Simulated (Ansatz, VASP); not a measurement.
BaTe in VASP and in Ansatz

INCAR

```
SYSTEM = BaTe
  ALGO = Normal
  EDIFF = 1E-7
  ENCUT = 520
  GGA = PS
  ISIF = 2
  ISMEAR = 0
  LASPH = .True.
  LCHARG = .False.
  LREAL = .False.
  LWAVE = .False.
  NBANDS = 15
  NELM = 100
  PREC = Accurate
  SIGMA = 0.05
```

File KPOINTS:

```
k-points
0
Gamma
  6 6 6
  0 0 0
```

File POSCAR:

```
BaTe
1.0
    0.0000000000      3.5168663431      3.5168663431
    3.5168663431      0.0000000000      3.5168663431
    3.5168663431      3.5168663431      0.0000000000
Ba Te
1 1
Direct
    0.5000000000      0.5000000000      0.5000000000
    0.0000000000      0.0000000000      0.0000000000
```

Input for Ansatz:

```yaml
crystal:
  lattice:
    - [0.0, 3.5168663431, 3.5168663431]
    - [3.5168663431, 0.0, 3.5168663431]
    - [3.5168663431, 3.5168663431, 0.0]
  atoms:
    - { symbol: Ba, position: [0.5, 0.5, 0.5] }
    - { symbol: Te, position: [0.0, 0.0, 0.0] }
basis:
  ecutwfc: 420
  ecutrho_ratio: 4
kpoints:
  mp_grid: { grid: [6, 6, 6] }
hamiltonian:
  xc: pbesol
scf:
  occupations: { method: gaussian, width: 0.05 }
output:
  forces: true
  stress: true
  eigenvalues: true
```

Alike in both runs: task single point; functional PBEsol; k mesh 6 × 6 × 6; occupations gaussian, width 0.05 eV; no spin polarisation.

|  | VASP | Ansatz |
| --- | --- | --- |
| version | VASP 6.6.1 | Ansatz 0.2.0 |
| potentials or method | VASP PAW PBE potentials, release 64 (Ba_sv, Te), cutoff 520 eV | scalar-relativistic, plane waves, PAW |
| valence electrons in the cell | 16 | 26 |

|  | VASP | Ansatz | Ansatz less VASP |
| --- | --- | --- | --- |
| gap on the k mesh at the Fermi level (eV) | 1.46 | 1.54 | +0.082 |
| least direct gap on the mesh (eV) | 1.85 | 1.90 | +0.052 |
| pressure (GPa) | -0.8 | -1.2 | -0.34 |

VASP's potentials were made for PBE, not for PBEsol. VASP's potentials hold 16 valence electrons a cell and Ansatz's 26, so a difference there can come from the potentials and not from the codes.

Spin-orbit coupling is off throughout.
